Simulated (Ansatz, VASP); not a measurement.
## One calculation of CdSe, two programs

INCAR

```
  PREC = Accurate
  ENCUT = 520
  EDIFF = 1E-6
  ISMEAR = 0
  SIGMA = 0.02
  LREAL = False
  LASPH = True
  NELM = 100
  ALGO = Normal
  ISIF = 2
  LWAVE = False
  LCHARG = False
  GGA = PS
  NBANDS = 16
```

Contents of KPOINTS:

```
regular mesh
0
Gamma
  16 16 16
```

The input POSCAR:

```
CdSe
1.0
    4.1185876024      0.0000000000      0.0000000000
    0.0000000000      5.8245624451     -0.0000000001
    2.0592938012     -2.9122812225      2.2483467111
Cd Se
1 1
Direct
    0.0000000000     -0.0105608912      0.0000000000
    0.5000000000      0.2605608912      0.0000000000
```

Input for Ansatz:

```yaml
crystal:
  lattice:
    - [4.1185876024, 0.0, 0.0]
    - [0.0, 5.8245624451, -1.0e-10]
    - [2.0592938012, -2.9122812225, 2.2483467111]
  atoms:
    - { symbol: Cd, position: [0.0, -0.0105608912, 0.0] }
    - { symbol: Se, position: [0.5, 0.2605608912, 0.0] }
basis:
  ecutwfc: 420
kpoints:
  mp_grid: { grid: [16, 16, 16] }
  band_path: { path: [VBM, CBM], npoints: 2 }
hamiltonian:
  xc: pbesol
scf:
  occupations: { method: gaussian, width: 0.02 }
output:
  forces: true
  stress: true
  eigenvalues: true
  write_density: true
  write_potential: true
  elf: true
  volumetric_format: npy
```

Change from the starting cell: band edges of the strained film's bulk.

Alike in both runs: task single point; functional PBEsol; k mesh 16 × 16 × 16; occupations gaussian, width 0.02 eV; no spin polarisation.

```csv
,VASP,Ansatz
version,VASP 6.6.1,Ansatz 0.2.0
potentials or method,"VASP PAW PBE potentials, release 64 (Cd, Se), cutoff 520 eV","scalar-relativistic, plane waves, PAW"
valence electrons in the cell,18,36
```

|  | VASP | Ansatz | Ansatz less VASP |
| --- | --- | --- | --- |
| gap on the k mesh at the Fermi level (eV) | 0.36 | 0.36 | +0.001 |
| least direct gap on the mesh (eV) | 0.36 | 0.36 | +0.001 |
| pressure (GPa) | 2.5 | 2.1 | -0.41 |
| traceless stress, the component that is largest in VASP (GPa) | -2.07 | -2.08 | -0.002 |
| rms of the force components (eV/Å) | 0.010 | 0.005 | -0.0044 |

VASP's potentials were made for PBE, not for PBEsol. Atom by atom the forces differ by 0.004 eV/Å (rms over components). VASP's potentials hold 18 valence electrons a cell and Ansatz's 36, so a difference there can come from the potentials and not from the codes.
